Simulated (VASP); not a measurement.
# Be2C (Fm-3m) in VASP: further runs

The runs below take Be2C through single point, with PBE+D3(BJ).

Program: VASP 6.6.1. These are calculated values, not measurements. Logs are shortened: lines on timing, memory, paths and dates and some standing lists are left out, and cuts for length are marked.

**1. The cell of the first run**

It takes space group Fm-3m (No. 225, cubic). Conventional cell: a = 4.149 Å, b = 4.149 Å, c = 4.149 Å, α = 90.00°, β = 90.00°, γ = 90.00°. Be (site symmetry -43m) has 4 C at 1.80 Å and 6 Be at 2.07 Å within 2.4 Å. Within 2.4 Å of C (site symmetry m-3m) lie 8 Be at 1.80 Å.

**2. Single point, PBE+D3(BJ)**

The input, INCAR:

```
  PREC = Accurate
  ENCUT = 600
  EDIFF = 1E-6
  ISMEAR = 0
  SIGMA = 0.01
  LREAL = F
  LASPH = T
  NELM = 120
  ALGO = Normal
  ISIF = 2
  LWAVE = F
  LCHARG = F
  GGA = PE
  IVDW = 12
  NBANDS = 11
  GGA_COMPAT = F
```

The input, KPOINTS:

```
regular mesh
0
Gamma
  8 8 8
```

The input, POSCAR:

```
Be2C
1.0
    0.0000000000      2.0746847981      2.0746847981
    2.0746847981      0.0000000000      2.0746847981
    2.0746847981      2.0746847981      0.0000000000
Be C
2 1
Direct
    0.2500000000      0.2500000000      0.2500000000
    0.7500000000      0.7500000000      0.7500000000
    0.0000000000      0.0000000000      0.0000000000
```

Potentials or basis: VASP PAW PBE potentials, release 64 (Be, C).

Launch:

```
cat potpaw_PBE.64/Be/POTCAR potpaw_PBE.64/C/POTCAR > POTCAR
mpirun -np 1 vasp_std > vasp.out
```

OUTCAR:

```text
PREC = Accurate
   ENCUT = 600
   EDIFF = 1E-6
   ISMEAR = 0
   LREAL = F
   LASPH = T
   NELM = 120
   ISIF = 2
   GGA = PE
   IVDW = 12
 IVDW          = 12

 ion  position               nearest neighbor table
   1  0.250  0.250  0.250-   3 1.80   3 1.80   3 1.80   3 1.80   2 2.07   2 2.07   2 2.07   2 2.07
                             2 2.07   2 2.07
   2  0.750  0.750  0.750-   3 1.80   3 1.80   3 1.80   3 1.80   1 2.07   1 2.07   1 2.07   1 2.07
                             1 2.07   1 2.07
   3  0.000  0.000  0.000-   2 1.80   2 1.80   2 1.80   1 1.80   2 1.80   1 1.80   1 1.80   1 1.80

  LATTYP: Found a face centered cubic cell.
 ALAT       =     4.1493695962

  Lattice vectors:

 A1 = (   0.0000000000,   2.0746847981,   2.0746847981)
 A2 = (   2.0746847981,   0.0000000000,   2.0746847981)
 A3 = (   2.0746847981,   2.0746847981,   0.0000000000)

Analysis of symmetry for initial positions (statically):
=====================================================================
 Subroutine PRICEL returns:
 Original cell was already a primitive cell.

 Routine SETGRP: Setting up the symmetry group for a
 face centered cubic supercell.

 Subroutine GETGRP returns: Found 48 space group operations
 (whereof 48 operations were pure point group operations)
 out of a pool of 48 trial point group operations.

The static configuration has the point symmetry O_h .

Analysis of symmetry for dynamics (positions and initial velocities):
=====================================================================
 Subroutine PRICEL returns:
 Original cell was already a primitive cell.

 Routine SETGRP: Setting up the symmetry group for a
 face centered cubic supercell.

 Subroutine GETGRP returns: Found 48 space group operations
 (whereof 48 operations were pure point group operations)
 out of a pool of 48 trial point group operations.

The dynamic configuration has the point symmetry O_h .

 Subroutine INISYM returns: Found 48 space group operations
 (whereof 48 operations are pure point group operations),
 and found     1 'primitive' translations

----------------------------------------------------------------------------------------

                                     Primitive cell

  volume of cell :      17.8602

  direct lattice vectors                    reciprocal lattice vectors
     0.000000000  2.074684798  2.074684798    -0.241000464  0.241000464  0.241000464
     2.074684798  0.000000000  2.074684798     0.241000464 -0.241000464  0.241000464
     2.074684798  2.074684798  0.000000000     0.241000464  0.241000464 -0.241000464

  length of vectors
     2.934047379  2.934047379  2.934047379     0.417425049  0.417425049  0.417425049

  position of ions in fractional coordinates (direct lattice)
     0.250000000  0.250000000  0.250000000
     0.750000000  0.750000000  0.750000000
     0.000000000  0.000000000  0.000000000

  ion indices of the primitive-cell ions
   primitive index   ion index
                 1           1
                 2           2
                 3           3

----------------------------------------------------------------------------------------

 KPOINTS: regular mesh

Automatic generation of k-mesh.
 Grid dimensions read from file:
 generate k-points for:    8    8    8

 Generating k-lattice:

  Cartesian coordinates                     Fractional coordinates (reciprocal lattice)
    -0.030125058  0.030125058  0.030125058     0.125000000  0.000000000  0.000000000
     0.030125058 -0.030125058  0.030125058     0.000000000  0.125000000  0.000000000
     0.030125058  0.030125058 -0.030125058     0.000000000  0.000000000  0.125000000

  Length of vectors
     0.052178131  0.052178131  0.052178131

  Shift w.r.t. Gamma in fractional coordinates (k-lattice)
     0.000000000  0.000000000  0.000000000

 Subroutine IBZKPT returns following result:
 ===========================================

 Found     29 irreducible k-points:

 Following reciprocal coordinates:
            Coordinates               Weight
  0.000000  0.000000  0.000000      1.000000
  0.125000  0.000000  0.000000      8.000000
  0.250000  0.000000  0.000000      8.000000
  0.375000  0.000000  0.000000      8.000000
  0.500000  0.000000  0.000000      4.000000
  0.125000  0.125000  0.000000      6.000000
[... 16 lines left out ...]
  0.500000  0.250000  0.125000     48.000000
 -0.375000  0.250000  0.125000     24.000000
 [... further k-points ...]
   k-points           NKPTS =     29   k-points in BZ     NKDIM =     29   number of bands    NBANDS=     11
   number of dos      NEDOS =    301   number of ions     NIONS =      3
   total plane-waves  NPLWV =  13824
   dimension x,y,z NGX =    24 NGY =   24 NGZ =   24
   dimension x,y,z NGXF=    48 NGYF=   48 NGZF=   48
   ions per type =               2   1
   NGX,Y,Z   is equivalent  to a cutoff of  13.60, 13.60, 13.60 a.u.
   NGXF,Y,Z  is equivalent  to a cutoff of  27.20, 27.20, 27.20 a.u.
 SYSTEM =  unknown system
   PREC   = accura    normal or accurate (medium, high low for compatibility)
   ISTART =      0    job   : 0-new  1-cont  2-samecut
   ICHARG =      2    charge: 1-file 2-atom 10-const
   ISPIN  =      1    spin polarized calculation?
   LNONCOLLINEAR =      F non collinear calculations
   LSORBIT =      F    spin-orbit coupling
   LASPH  =      T    aspherical Exc in radial PAW
   ENCUT  =  600.0 eV  44.10 Ry    6.64 a.u.   5.86  5.86  5.86*2*pi/ulx,y,z
   NELM   =    120;   NELMIN=  2; NELMDL= -5     # of ELM steps
   EDIFF  = 0.1E-05   stopping-criterion for ELM
   LREAL  =      F    real-space projection
[... 7 lines left out ...]
   TEBEG  =    0.0;   TEEND  =   0.0 temperature during run
   PSTRESS=    0.0 pullay stress
   NELECT =       8.0000    total number of electrons
   NUPDOWN=      -1.0000    fix difference up-down
   EMIN   =  10.00;   EMAX   =-10.00  energy-range for DOS
   EFERMI =   0.00;   METHOD = LEGACY
   ISMEAR =     0;   SIGMA  =   0.01  broadening in eV -4-tet -1-fermi 0-gaus
   EFERMI_NEDOS =   21; number of points for ismear=-14 and -15
   IALGO  =     38    algorithm
   IMIX   =      4    mixing-type and parameters
     AMIX     =   0.40;   BMIX     =  1.00
     AMIX_MAG =   1.60;   BMIX_MAG =  1.00
  volume/ion in A,a.u.               =       5.95        40.18
  Fermi-wavevector in a.u.,A,eV,Ry     =   1.252591  2.367054 21.347334  1.568985
  Thomas-Fermi vector in A             =   2.386484
   LORBIT       =      0    0 simple, 1 ext, 2 COOP (PROOUT), +10 PAW based schemes
   GGA     = PE    functional components
   LHFCALC =     F    Hartree Fock is set to
   AEXX    =    0.0000 exact exchange contribution
   IVDW    =    12    specifies the selected vdW correction
   LEPSILON=     F    determine dielectric tensor
   LRPA    =     F    only Hartree local field effects (RPA)
 non-spin polarized calculation
 Gauss-broadening in eV      SIGMA  =   0.01
  energy-cutoff  :      600.00
  volume of cell :       17.86
 maximum number of plane-waves:       609
   NGX = 11   NGY = 11   NGZ = 11

 number of electron       8.0000000 magnetization

 Free energy of the ion-electron system (eV)
  ---------------------------------------------------
  ext. energy  EPLUGINS =         0.00000000
  ---------------------------------------------------
  free energy    TOTEN  =       -17.23101182 eV

  energy without entropy =      -17.23101182  energy(sigma->0) =      -17.23101182

 E-fermi :   9.1645     XC(G=0): -11.9455

 val. band max:        9.0292028902   @ k =   0.0000   0.0000   0.0000
 cond. band min:      10.2374965676   @ k =   0.5000   0.5000   0.0000
 fundamental gap:      1.2082936774
 Fermi energy:         9.1645428210

 k-point     1 :       0.0000    0.0000    0.0000
  band No.  band energies     occupation
      1      -6.9706      2.00000
      2       9.0292      2.00000
      3       9.0292      2.00000
      4       9.0292      2.00000
      5      13.3934      0.00000
      6      13.3934      0.00000
      7      13.3934      0.00000
      8      17.2426      0.00000
      9      23.2160      0.00000
     10      23.2160      0.00000
     11      23.2160      0.00000

 k-point     2 :       0.1250    0.0000    0.0000
  band No.  band energies     occupation
      1      -6.7036      2.00000
      2       6.9778      2.00000
      3       8.5248      2.00000
      4       8.5248      2.00000
      5      14.1188      0.00000
      6      14.1188      0.00000
      7      14.7908      0.00000
      8      17.6512      0.00000
      9      21.6357      0.00000
     10      21.6357      0.00000
     11      24.0353      0.00000

 k-point     3 :       0.2500    0.0000    0.0000
  band No.  band energies     occupation
      1      -5.9164      2.00000
      2       3.7784      2.00000
      3       7.7176      2.00000
      4       7.7176      2.00000
      5      14.8788      0.00000
      6      14.8788      0.00000
      7      16.2341      0.00000
      8      18.5940      0.00000
      9      21.1296      0.00000
     10      21.1296      0.00000
     11      26.0623      0.00000
[... 267 lines left out ...]
 k-point    23 :       0.5000    0.2500    0.1250
  band No.  band energies     occupation
      1      -4.1090      2.00000
      2       1.4646      2.00000
      3       4.4402      2.00000
      4       5.8800      2.00000
      5      14.5972      0.00000
      6      16.5557      0.00000
      7      17.9742      0.00000
      8      19.9896      0.00000
      9      22.4483      0.00000
     10      25.4282      0.00000
     11      28.2154      0.00000

 k-point    24 :      -0.3750    0.2500    0.1250
  band No.  band energies     occupation
      1      -3.2993      2.00000
      2       0.2025      2.00000
      3       4.5536      2.00000
      4       5.2498      2.00000
      5      14.5399      0.00000
      6      16.3330      0.00000
      7      20.0703      0.00000
      8      20.6506      0.00000
      9      22.4002      0.00000
     10      24.0620      0.00000
     11      28.4406      0.00000

 [... further k-points ...]

------------------------ aborting loop because EDIFF is reached ----------------------------------------

 Edisp (eV)   -1.06565

 E8    (eV) :    -0.3556

  FORCE on cell =-STRESS in cart. coord.  units (eV):
  Direction    XX          YY          ZZ          XY          YZ          ZX
  --------------------------------------------------------------------------------------
  -------------------------------------------------------------------------------------
  Total       2.51474     2.51474     2.51474    -0.00000    -0.00000     0.00000
  in kB     225.58885   225.58885   225.58885    -0.00000    -0.00000     0.00000
  external pressure =      225.59 kB  Pullay stress =        0.00 kB

 VOLUME and BASIS-vectors are now :
 -----------------------------------------------------------------------------
  energy-cutoff  :      600.00
  volume of cell :       17.86
      direct lattice vectors                 reciprocal lattice vectors
     0.000000000  2.074684798  2.074684798    -0.241000464  0.241000464  0.241000464
     2.074684798  0.000000000  2.074684798     0.241000464 -0.241000464  0.241000464
     2.074684798  2.074684798  0.000000000     0.241000464  0.241000464 -0.241000464

 POSITION                                       TOTAL-FORCE (eV/Angst)
 -----------------------------------------------------------------------------------
      1.03734      1.03734      1.03734        -0.000000      0.000000      0.000000
      3.11203      3.11203      3.11203         0.000000     -0.000000     -0.000000
      0.00000      0.00000      0.00000         0.000000      0.000000     -0.000000
 -----------------------------------------------------------------------------------
    total drift:                               -0.000000     -0.000000      0.000000

  FREE ENERGIE OF THE ION-ELECTRON SYSTEM (eV)
  ---------------------------------------------------
  free  energy   TOTEN  =       -18.2966572520 eV

  energy  without entropy=      -18.2966572520  energy(sigma->0) =      -18.29665725
```

It took 3.9 s on 1 thread of Intel Xeon Platinum 8559C (Emerald Rapids), shared host; peak memory 0.14 GiB.

What came out:

```
Free energy                : -18.2967 eV
Pressure                   : 22.6 GPa
Band gap on the k mesh     : 1.21 eV, indirect (least direct gap 4.36 eV)
Dispersion energy per atom : -0.355 eV
```

Levels at points of the mesh, in eV from the valence-band top:
```tsv
k point	band 1	band 2	band 3	band 4	band 5	band 6	band 7	band 8
(0.00, 0.00, 0.00)	-16.00	0.00	0.00	0.00	4.36	4.36	4.36	8.21
(0.50, 0.00, 0.00)	-12.82	-9.56	-2.04	-2.04	5.25	5.25	8.44	10.64
(0.50, 0.50, 0.00)	-12.07	-7.25	-5.28	-5.28	1.21	6.64	14.67	14.67
```

**3. Single point, PBE+D3(BJ)**

This run uses another cell than the first one, of 6.22 Å³/atom, 1.045 times its volume.

The input, INCAR:

```
SYSTEM = Be2C
PREC = Accurate
ENCUT = 600
EDIFF = 1E-6
ISMEAR = 0
SIGMA = 0.01
LREAL = .False.
LASPH = .True.
NELM = 120
ALGO = Normal
ISIF = 2
LWAVE = .False.
LCHARG = .False.
GGA = PE
IVDW = 12
NBANDS = 11
GGA_COMPAT = .False.
```

The input, KPOINTS:

```
Automatic mesh
0
Gamma
  8 8 8
  0 0 0
```

The input, POSCAR:

```
Be2C
1.0
    0.0000000000      2.1056548088      2.1056548088
    2.1056548088      0.0000000000      2.1056548088
    2.1056548088      2.1056548088      0.0000000000
Be C
2 1
Direct
    0.2500000000      0.2500000000      0.2500000000
    0.7500000000      0.7500000000      0.7500000000
    0.0000000000      0.0000000000      0.0000000000
```

Potentials or basis: VASP PAW PBE potentials, release 64 (Be, C).

Launch:

```
cat potpaw_PBE.64/Be/POTCAR potpaw_PBE.64/C/POTCAR > POTCAR
mpirun -np 1 vasp_std > vasp.out
```

Run time: 3.9 s. Hardware: 1 thread of Intel Xeon Platinum 8559C (Emerald Rapids), shared host; peak memory 0.14 GiB.

It converged, with:

```yaml
Free_energy: -18.3807 eV
Pressure: 10.6 GPa
Band_gap_on_the_k_mesh: 1.19 eV, indirect (least direct gap 4.28 eV)
Dispersion_energy_per_atom: -0.340 eV
```

Levels at points of the mesh, in eV from the valence-band top:
```csv
k point,band 1,band 2,band 3,band 4,band 5,band 6,band 7,band 8
"(0.00, 0.00, 0.00)",-15.66,0.00,0.00,0.00,4.28,4.28,4.28,7.69
"(0.50, 0.00, 0.00)",-12.59,-9.26,-1.97,-1.97,5.16,5.16,7.92,10.35
"(0.50, 0.50, 0.00)",-11.84,-7.08,-5.08,-5.08,1.19,6.31,14.16,14.16
```

(Part 1 of 2 ends here.)
